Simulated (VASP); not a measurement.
# CoSi (Pm-3m) in VASP: further runs

The runs below take CoSi through single point, with PBE.

All numbers are computed with VASP 6.6.1; they aren't measurements. Logs are shortened: lines on timing, memory, paths and dates and some standing lists are left out, and cuts for length are marked.

### Step 1. The cell of the first run

It takes space group Pm-3m (No. 221, cubic). Conventional cell: a = 2.734 Å, b = 2.734 Å, c = 2.734 Å, α = 90.00°, β = 90.00°, γ = 90.00°. Within 3.1 Å of Co (site symmetry m-3m) lie 8 Si at 2.37 Å and 6 Co at 2.73 Å. Si (site symmetry m-3m) has 8 Co at 2.37 Å and 6 Si at 2.73 Å within 3.1 Å.

### Step 2. Single point, PBE, collinear spin, ferromagnetic start (10.22 Å³/atom)

Contents of INCAR:

```
ALGO = Normal ; EDIFF = 1E-6
ENCUT = 520 ; GGA = PE
ISIF = 2 ; ISMEAR = -1
ISPIN = 2 ; LASPH = True
LCHARG = False ; LMAXMIX = 4
LORBIT = 11 ; LREAL = False
LWAVE = False ; MAGMOM = 2 0
NBANDS = 18 ; NELM = 150
PREC = Accurate ; SIGMA = 0.03
```

Contents of KPOINTS:

```
k-points
0
Gamma
  14 14 14
```

Contents of POSCAR:

```
CoSi
1.0
    2.7341836370      0.0000000000      0.0000000000
    0.0000000000      2.7341836370      0.0000000000
    0.0000000000      0.0000000000      2.7341836370
Co Si
1 1
Direct
    0.0000000000      0.0000000000      0.0000000000
    0.5000000000      0.5000000000      0.5000000000
```

Potentials or basis: VASP PAW PBE potentials, release 64 (Co, Si).

On the command line:

```sh
$ cat potpaw_PBE.64/Co/POTCAR potpaw_PBE.64/Si/POTCAR > POTCAR
$ mpirun -np 1 vasp_std > vasp.out
```

OUTCAR:

```text
EDIFF = 1E-6
   ENCUT = 520
   GGA = PE
   ISIF = 2
   ISMEAR = -1
   ISPIN = 2
   LASPH = True
   LORBIT = 11
   LREAL = False
   NELM = 150
   PREC = Accurate

 ion  position               nearest neighbor table
   1  0.000  0.000  0.000-   2 2.37   2 2.37   2 2.37   2 2.37   2 2.37   2 2.37   2 2.37   2 2.37

   2  0.500  0.500  0.500-   1 2.37   1 2.37   1 2.37   1 2.37   1 2.37   1 2.37   1 2.37   1 2.37

  LATTYP: Found a simple cubic cell.
 ALAT       =     2.7341836370

  Lattice vectors:

 A1 = (   2.7341836370,   0.0000000000,   0.0000000000)
 A2 = (   0.0000000000,   2.7341836370,   0.0000000000)
 A3 = (   0.0000000000,   0.0000000000,   2.7341836370)

Analysis of symmetry for initial positions (statically):
=====================================================================
 Subroutine PRICEL returns:
 Original cell was already a primitive cell.

 Routine SETGRP: Setting up the symmetry group for a
 simple cubic supercell.

 Subroutine GETGRP returns: Found 48 space group operations
 (whereof 48 operations were pure point group operations)
 out of a pool of 48 trial point group operations.

The static configuration has the point symmetry O_h .

Analysis of symmetry for dynamics (positions and initial velocities):
=====================================================================
 Subroutine PRICEL returns:
 Original cell was already a primitive cell.

 Routine SETGRP: Setting up the symmetry group for a
 simple cubic supercell.

 Subroutine GETGRP returns: Found 48 space group operations
 (whereof 48 operations were pure point group operations)
 out of a pool of 48 trial point group operations.

The dynamic configuration has the point symmetry O_h .

Analysis of structural, dynamic, and magnetic symmetry:
=====================================================================
 Subroutine PRICEL returns:
 Original cell was already a primitive cell.

 Routine SETGRP: Setting up the symmetry group for a
 simple cubic supercell.

 Subroutine GETGRP returns: Found 48 space group operations
 (whereof 48 operations were pure point group operations)
 out of a pool of 48 trial point group operations.

The overall configuration has the point symmetry O_h .

 Subroutine INISYM returns: Found 48 space group operations
 (whereof 48 operations are pure point group operations),
 and found     1 'primitive' translations

[... 112 lines left out ...]
   IMIX   =      4    mixing-type and parameters
     AMIX     =   0.40;   BMIX     =  1.00
     AMIX_MAG =   1.60;   BMIX_MAG =  1.00
  volume/ion in A,a.u.               =      10.22        68.97
  Fermi-wavevector in a.u.,A,eV,Ry     =   1.407867  2.660483 26.967961  1.982089
  Thomas-Fermi vector in A             =   2.530083
   LORBIT       =     11    0 simple, 1 ext, 2 COOP (PROOUT), +10 PAW based schemes
   GGA     = PE    functional components
   LHFCALC =     F    Hartree Fock is set to
   AEXX    =    0.0000 exact exchange contribution
   IVDW    =     0    specifies the selected vdW correction
   LEPSILON=     F    determine dielectric tensor
   LRPA    =     F    only Hartree local field effects (RPA)
 spin polarized calculation
  energy-cutoff  :      520.00
  volume of cell :       20.44
 maximum number of plane-waves:       564
   NGX = 11   NGY = 11   NGZ = 11

 number of electron      13.0000011 magnetization       0.5387289

 Free energy of the ion-electron system (eV)
  ---------------------------------------------------
  ext. energy  EPLUGINS =         0.00000000
  ---------------------------------------------------
  free energy    TOTEN  =       -13.24021636 eV

  energy without entropy =      -13.23316867  energy(sigma->0) =      -13.23669251

 E-fermi :  13.7242     XC(G=0): -13.2050

 val. band max:       13.7221133159   @ k =   0.4286   0.2143   0.0000
 cond. band min:      13.7310140379   @ k =   0.5000   0.4286   0.2857
 fundamental gap:      0.0089007221
 Fermi energy:        13.7241871594

 spin component 1

 k-point     1 :       0.0000    0.0000    0.0000
  band No.  band energies     occupation
      1      -1.0479      1.00000
      2       9.2665      1.00000
      3       9.2665      1.00000
      4      12.0429      1.00000
      5      12.0429      1.00000
      6      12.0429      1.00000
[... 493 lines left out ...]
     17      36.5571      0.00000
     18      40.1374      0.00000

 [... further k-points ...]

 spin component 2

 k-point     1 :       0.0000    0.0000    0.0000
  band No.  band energies     occupation
      1      -1.0215      1.00000
      2       9.8281      1.00000
      3       9.8281      1.00000
      4      12.3877      1.00000
      5      12.3877      1.00000
      6      12.3878      1.00000
[... 493 lines left out ...]
     17      36.6557      0.00000
     18      40.2048      0.00000

 [... further k-points ...]

------------------------ aborting loop because EDIFF is reached ----------------------------------------

  FORCE on cell =-STRESS in cart. coord.  units (eV):
  Direction    XX          YY          ZZ          XY          YZ          ZX
  --------------------------------------------------------------------------------------
  -------------------------------------------------------------------------------------
  Total        1.6310831      1.6310831      1.6310831      0.0000000     -0.0000000     -0.0000000
  in kB      127.8508563    127.8508563    127.8508563      0.0000000     -0.0000000     -0.0000000
  external PRESSURE =     127.8508563 kB  Pullay stress =       0.0000000 kB

 VOLUME and BASIS-vectors are now :
 -----------------------------------------------------------------------------
  energy-cutoff  :      520.00
  volume of cell :       20.44
      direct lattice vectors                 reciprocal lattice vectors
     2.734183637  0.000000000  0.000000000     0.365739882  0.000000000  0.000000000
     0.000000000  2.734183637  0.000000000     0.000000000  0.365739882  0.000000000
     0.000000000  0.000000000  2.734183637     0.000000000  0.000000000  0.365739882

 POSITION                                       TOTAL-FORCE (eV/Angst)
 -----------------------------------------------------------------------------------
      0.00000      0.00000      0.00000         0.000000      0.000000      0.000000
      1.36709      1.36709      1.36709         0.000000      0.000000      0.000000
 -----------------------------------------------------------------------------------
    total drift:                                0.000000      0.000000      0.000000

  FREE ENERGIE OF THE ION-ELECTRON SYSTEM (eV)
  ---------------------------------------------------
  free  energy   TOTEN  =       -13.2402163574 eV

  energy  without entropy=      -13.2331686715  energy(sigma->0) =      -13.23669251

 total charge

# of ion       s       p       d       tot
------------------------------------------
    1        0.461   0.647   7.633   8.741
    2        0.705   0.900   0.000   1.604
--------------------------------------------------
tot          1.166   1.547   7.633  10.346

 magnetization (x)

# of ion       s       p       d       tot
------------------------------------------
    1        0.008   0.005   0.512   0.525
    2        0.004   0.014   0.000   0.019
--------------------------------------------------
tot          0.012   0.019   0.512   0.543
```

Wall time 24 s (1 thread of Intel Xeon 6975P-C (Granite Rapids), shared host); peak memory 0.18 GiB.

Results:

```yaml
Free_energy: -13.2402 eV
Pressure: 12.8 GPa
Net_moment: 0.54 μB per cell
Site_moments: Co +0.53; Si +0.02 μB
Valence_electrons_inside_the_program's_atomic_spheres: Co 8.74; Si 1.60
```

Caveat: the cell stands under pressure.

### Step 3. Single point, PBE, collinear spin, ferromagnetic start (10.22 Å³/atom)

Contents of INCAR:

```
SYSTEM = CoSi
  ALGO = Normal
  EDIFF = 1E-7
  ENCUT = 520
  GGA = PE
  ISIF = 2
  ISMEAR = -1
  ISPIN = 2
  LASPH = .TRUE.
  LCHARG = .FALSE.
  LMAXMIX = 4
  LORBIT = 11
  LREAL = .FALSE.
  LWAVE = .FALSE.
  MAGMOM = 2 0
  NBANDS = 18
  NELM = 150
  PREC = Accurate
  SIGMA = 0.03
```

Contents of KPOINTS:

```
k-points
0
G
  14 14 14
  0 0 0
```

POSCAR is that of step 2.

Potentials or basis: VASP PAW PBE potentials, release 64 (Co, Si).

On the command line:

```sh
$ cat potpaw_PBE.64/Co/POTCAR potpaw_PBE.64/Si/POTCAR > POTCAR
$ mpirun -np 1 vasp_std > vasp.out
```

Run time: 29 s. Hardware: 1 thread of Intel Xeon 6975P-C (Granite Rapids), shared host; peak memory 0.18 GiB.

It converged, with:

| Item | Value |
| --- | --- |
| Free energy | -13.2402 eV |
| Pressure | 12.6 GPa |
| Net moment | 0.54 μB per cell |
| Site moments | Co +0.52; Si +0.02 μB |
| Valence electrons inside the program's atomic spheres | Co 8.74; Si 1.60 |

Levels at points of the mesh, in eV from the Fermi level:
Spin up:
```
           k point  band 3  band 4  band 5  band 6  band 7  band 8  band 9  band 10  band 11  band 12
(0.00, 0.00, 0.00)   -4.46   -1.68   -1.68   -1.68    3.09    3.09    3.09     7.51     7.51    12.92
(0.50, 0.00, 0.00)   -3.66   -3.02   -3.02   -1.52   -0.77    6.55    8.46     8.46     9.58     9.58
(0.50, 0.50, 0.00)   -5.55   -4.49   -2.55   -2.55   -1.11    1.55    1.76     8.46    13.82    14.86
(0.50, 0.50, 0.50)   -6.35   -1.42   -1.07   -1.07    1.17    1.17    1.17     3.61     3.61     3.61
```
Spin down:
```tsv
k point	band 3	band 4	band 5	band 6	band 7	band 8	band 9	band 10
(0.00, 0.00, 0.00)	-3.90	-1.34	-1.34	-1.34	3.12	3.12	3.12	7.79
(0.50, 0.00, 0.00)	-2.98	-2.73	-2.73	-1.17	0.04	6.56	8.57	8.57
(0.50, 0.50, 0.00)	-5.52	-4.08	-2.24	-2.24	-0.25	1.85	2.24	8.49
(0.50, 0.50, 0.50)	-6.21	-1.39	-0.20	-0.20	1.21	1.21	1.21	3.86
```

Caveat: the cell stands under pressure.
